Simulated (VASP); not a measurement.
Si2Mo:

```xyz
3
Lattice="-1.6000 1.6000 3.9305 1.6000 -1.6000 3.9305 1.6000 1.6000 -3.9305" Properties=species:S:1:pos:R:3 pbc="T T T"
Mo    0.0000    0.0000    0.0000
Si    0.0000    0.0000    5.2433
Si    0.0000    0.0000    2.6177
```

Base run:

```yaml
Program: VASP 6.6.1
Functional: PBE
Dispersion: D3(BJ)
Potentials_or_basis: VASP PAW PBE potentials, release 64 (Mo_sv, Si)
Cutoff: 520 eV
k_mesh: 12 × 12 × 12
Occupations: methfessel-paxton, width 0.1 eV
Spin: no spin polarisation
```

Its results: band gap on the k mesh zero (band 11 reaches 12.78 eV, above the bottom of band 12 at 11.74 eV); pressure -4.7 GPa; largest force 0.275 eV/Å.

Question: The run is repeated on the same cell with these changes: dispersion from D3(BJ) to none; occupations from methfessel-paxton, width 0.1 eV to gaussian, width 0.029 eV. What comes out?

Answer: Band gap on the k mesh zero (band 11 reaches 12.78 eV, above the bottom of band 12 at 11.74 eV); pressure 2.4 GPa; largest force 0.272 eV/Å.

Caveats: pairwise dispersion overbinds metals, which lowers pressure and volume (some runs).
